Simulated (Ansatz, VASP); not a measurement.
## Two plane-wave programs on TiAl

POSCAR

```
TiAl
1.0
    2.8672622327      0.0000000000      0.0000000000
   -1.4336311163      2.4831219328      0.0000000000
    0.0000000000      0.0000000000      4.6780830000
Ti Al
1 1
Direct
   -0.0201359423     -0.0402718846      0.0000000000
    0.3333333333      0.6666666667      0.5000000000
```

The input INCAR.step1:

```
SYSTEM = TiAl
  PREC = Accurate
  ENCUT = 520
  ISMEAR = 0
  SIGMA = 0.15
  LREAL = .False.
  LASPH = .True.
  NELM = 80
  NBANDS = 14
  GGA = PE
  ALGO = Normal
  EDIFF = 1E-4
  LWAVE = .True.
  LCHARG = .False.
```

The input INCAR.step2:

```
SYSTEM = TiAl
  PREC = Accurate
  ENCUT = 520
  EDIFF = 1E-7
  ISMEAR = 0
  SIGMA = 0.15
  LREAL = .False.
  LASPH = .True.
  NELM = 80
  ALGO = Normal
  ISIF = 2
  LWAVE = .False.
  LCHARG = .True.
  METAGGA = R2SCAN
  LMIXTAU = .True.
  LELF = .True.
  LVHAR = .True.
  NBANDS = 14
  ISTART = 1
```

File KPOINTS:

```
regular mesh
0
Gamma
  18 18 10
  0 0 0
```

Input for Ansatz:

```yaml
crystal:
  lattice:
    - [2.8672622327, 0.0, 0.0]
    - [-1.4336311163, 2.4831219328, 0.0]
    - [0.0, 0.0, 4.678083]
  atoms:
    - { symbol: Ti, position: [-0.0201359423, -0.0402718846, 0.0] }
    - { symbol: Al, position: [0.3333333333, 0.6666666667, 0.5] }
basis:
  ecutwfc: 500
kpoints:
  mp_grid: { grid: [18, 18, 10] }
hamiltonian:
  xc: r2scan
scf:
  occupations: { method: gaussian, width: 0.15 }
output:
  forces: true
  stress: true
  eigenvalues: true
```

Alike in both runs: task single point; functional r2SCAN; k mesh 18 × 18 × 10; occupations gaussian, width 0.15 eV; no spin polarisation.

|  | VASP | Ansatz |
| --- | --- | --- |
| version | VASP 6.6.1 | Ansatz 0.2.0 |
| potentials or method | VASP PAW PBE potentials, release 64 (Ti_sv, Al), cutoff 520 eV | scalar-relativistic, plane waves, PAW |
| valence electrons in the cell | 15 | 15 |

```csv
,VASP,Ansatz,Ansatz less VASP
gap on the k mesh at the Fermi level (eV),none,none,-
pressure (GPa),-0.9,-1.0,-0.09
"traceless stress, the component that is largest in VASP (GPa)",2.20,2.20,+0.001
rms of the force components (eV/Å),0.106,0.106,-0.0001
```

VASP's potentials were made for PBE, not for r2SCAN. Atom by atom the forces differ by 0.000 eV/Å (rms over components). A gap of «none» marks a metal or a gap that the smearing closes.
